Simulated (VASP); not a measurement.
A run of VASP 6.6.1 is set up as follows.

INCAR

```
ALGO     = Normal         # electronic algorithm
EDIFF    = 1E-6           # SCF threshold, eV
ENCUT    = 520            # plane-wave cutoff, eV
GGA      = PE             # functional
ISIF     = 2              # what is computed and relaxed
ISMEAR   = 0              # smearing method
LASPH    = T              # aspherical terms in the spheres
LCHARG   = F              # write CHGCAR
LREAL    = F              # projectors in reciprocal space
LWAVE    = F              # write WAVECAR
NBANDS   = 28             # bands
NELM     = 80             # most SCF steps
PREC     = Accurate       # precision mode
SIGMA    = 0.05           # smearing width, eV
```

KPOINTS

```
k-points
0
Gamma
  8 8 8
```

POSCAR

```
BaTiO3
1.0
    4.0192501416      0.0000000000      0.0000000000
    0.0000000000      4.0192501416     -0.0401925014
    0.0000000000     -0.0401925014      4.0192501416
Ba Ti O
1 1 3
Direct
    0.5000000000      0.5000000000      0.5000000000
    0.0000000000      0.0000000000      0.0000000000
    0.5000000000      0.0000000000      0.0000000000
    0.0000000000      0.5000000000      0.0000000000
    0.0000000000      0.0000000000      0.5000000000
```

Potentials or basis: VASP PAW PBE potentials, release 64 (Ba_sv, Ti_sv, O).

Command:

```bash
$ cat potpaw_PBE.64/Ba_sv/POTCAR potpaw_PBE.64/Ti_sv/POTCAR potpaw_PBE.64/O/POTCAR > POTCAR
$ mpirun -np 1 vasp_std > vasp.out
```

Q: Estimate the pressure.

A: 1.7 GPa.

Q: Estimate the band gap on the k mesh.

A: 1.67 eV (least direct gap 1.78 eV).

Stress tensor (GPa, compression positive):
```
1.73 0.00 0.00
0.00 1.76 2.46
0.00 2.46 1.76
```

Caveat: the cell differs from its parent crystal (strain -0.0200 x Voigt [0, 0, 0, 1, 0, 0]); spin-orbit coupling is left out, which moves the levels of the heavy elements. A k mesh can miss the band edges.
